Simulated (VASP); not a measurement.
A run of VASP 6.6.1 is set up as follows.

Contents of POSCAR:

```
ZrP2O2
1.0
    3.2574136678      0.0000000000      0.0000000000
   -1.6287068339      2.8210029870      0.0000000000
    0.0000000000      0.0000000000     10.0578849168
Zr P O
1 2 2
Direct
    0.0000000000      0.0000000000      0.5000000000
    0.6666666667      0.3333333333      0.0618531495
    0.3333333333      0.6666666667      0.9381468505
    0.3333333333      0.6666666667      0.5962727029
    0.6666666667      0.3333333333      0.4037272971
```

File INCAR.step1:

```
SYSTEM = ZrP2O2
PREC = Accurate ; ENCUT = 910
EDIFF = 1E-6 ; ISMEAR = 0
SIGMA = 0.02 ; LREAL = .FALSE.
LASPH = .TRUE. ; NELM = 120
ALGO = Normal ; ISIF = 2
LWAVE = .FALSE. ; LCHARG = .TRUE.
LMAXMIX = 4 ; GGA = PE
IVDW = 12 ; NBANDS = 25
GGA_COMPAT = .FALSE. ; NEDOS = 2001
LORBIT = 11
```

The input KPOINTS.step1:

```
Automatic mesh
0
G
  12 12 4
  0 0 0
```

Contents of INCAR.step2:

```
SYSTEM = ZrP2O2
PREC = Accurate ; ENCUT = 910
EDIFF = 1E-6 ; ISMEAR = -5
SIGMA = 0.02 ; LREAL = .FALSE.
LASPH = .TRUE. ; NELM = 120
ALGO = Normal ; ISIF = 2
LWAVE = .FALSE. ; LCHARG = .FALSE.
LMAXMIX = 4 ; GGA = PE
IVDW = 12 ; LORBIT = 10
NBANDS = 25 ; NEDOS = 2001
ICHARG = 11 ; GGA_COMPAT = .FALSE.
```

Contents of KPOINTS.step2:

```
Automatic mesh
0
G
  18 18 6
  0 0 0
```

Potentials or basis: VASP PAW PBE potentials, release 64 (Zr_sv, P, O_h).

Command:

```sh
$ cat potpaw_PBE.64/Zr_sv/POTCAR potpaw_PBE.64/P/POTCAR potpaw_PBE.64/O_h/POTCAR > POTCAR
$ cp INCAR.step1 INCAR
$ cp KPOINTS.step1 KPOINTS
$ mpirun -np 1 vasp_std > vasp.out
$ cp INCAR.step2 INCAR
$ cp KPOINTS.step2 KPOINTS
$ mpirun -np 1 vasp_std > vasp.out
```

Task: What does it give for the dispersion energy per atom?

Result: -0.227 eV.
